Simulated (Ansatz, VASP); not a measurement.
# One calculation of Ta2AlC2N, two programs

```
CELL_PARAMETERS angstrom
3.03519 -3.61705 0.00000
3.03519 3.61705 0.00000
0.00000 0.00000 3.24095
ATOMIC_POSITIONS crystal
Ta 0.00000 0.50000 0.50000
Ta 0.50000 0.00000 0.50000
Al 0.50000 0.50000 0.00000
C 0.23355 0.76645 0.00000
C 0.76645 0.23355 0.00000
N 0.00000 0.00000 0.50000
```

Change from the starting cell: species swapped into the CeB2Ir2Rh type (Cmmm, No. 65).

Alike in both runs: task single point; functional PBE; k mesh 4 × 4 × 6; occupations gaussian, width 0.1 eV; collinear spin.

|  | VASP | Ansatz |
| --- | --- | --- |
| version | VASP 6.6.1 | Ansatz 0.2.0 |
| potentials or method | VASP PAW PBE potentials, release 64 (Ta_pv, Al, C, N), cutoff 520 eV | scalar-relativistic, plane waves, PAW |
| valence electrons in the cell | 38 | 42 |

```tsv
	VASP	Ansatz	Ansatz less VASP
gap on the k mesh at the Fermi level (eV)	none	none	-
pressure (GPa)	0.4	0.1	-0.35
traceless stress, the component that is largest in VASP (GPa)	-0.25	-0.08	+0.176
rms of the force components (eV/Å)	0.004	0.001	-0.0030
net moment per atom (μB)	0.00	0.00	0.000
```

Atom by atom the forces differ by 0.003 eV/Å (rms over components). A gap of «none» marks a metal or a gap that the smearing closes. The functional is the same, so the differences come from potentials, cutoffs and numerics. VASP's potentials hold 38 valence electrons a cell and Ansatz's 42, so a difference there can come from the potentials and not from the codes. Ansatz's warnings: seeded moment not kept.

Neither program's run includes spin-orbit coupling.
